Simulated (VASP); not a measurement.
A run of VASP 6.6.1 is set up as follows.

INCAR

```
SYSTEM = CuH3
PREC = Accurate ; ENCUT = 600
EDIFF = 1E-7 ; ISMEAR = 0
SIGMA = 0.1 ; LREAL = .FALSE.
LASPH = .TRUE. ; NELM = 120
ALGO = Normal ; ISIF = 3
LWAVE = .FALSE. ; LCHARG = .FALSE.
GGA = PE ; IBRION = 2
NSW = 90 ; EDIFFG = -0.04
GGA_COMPAT = .FALSE. ; NELMIN = 4
```

The input KPOINTS:

```
regular mesh
0
G
  6 6 6
  0 0 0
```

The input POSCAR:

```
CuH3
1.0
    3.2268025544      0.0000000000      0.0000000000
    0.0000000000      3.2268025544      0.0000000000
    0.0000000000      0.0000000000      3.2268025544
Cu H
1 3
Direct
    0.5000000000      0.5000000000      0.5000000000
    0.5000000000      0.5000000000      0.0000000000
    0.5000000000      0.0000000000      0.5000000000
    0.0000000000      0.5000000000      0.5000000000
```

Potentials or basis: VASP PAW PBE potentials, release 64 (Cu, H).

The run is started by

```bash
$ cat potpaw_PBE.64/Cu/POTCAR potpaw_PBE.64/H/POTCAR > POTCAR
$ mpirun -np 1 vasp_std > vasp.out
```

What does it give for the band gap on the k mesh?

Zero (band 7 reaches 5.08 eV, above the bottom of band 8 at -1.82 eV).

Final structure:
```
CELL_PARAMETERS angstrom
3.22680 0.00000 0.00000
0.00000 3.22680 0.00000
0.00000 0.00000 3.22680
ATOMIC_POSITIONS crystal
Cu 0.50000 0.50000 0.50000
H 0.50000 0.50000 0.00000
H 0.50000 0.00000 0.50000
H 0.00000 0.50000 0.50000
```

Caveat: the relaxation stopped at its first step, so nothing moved.
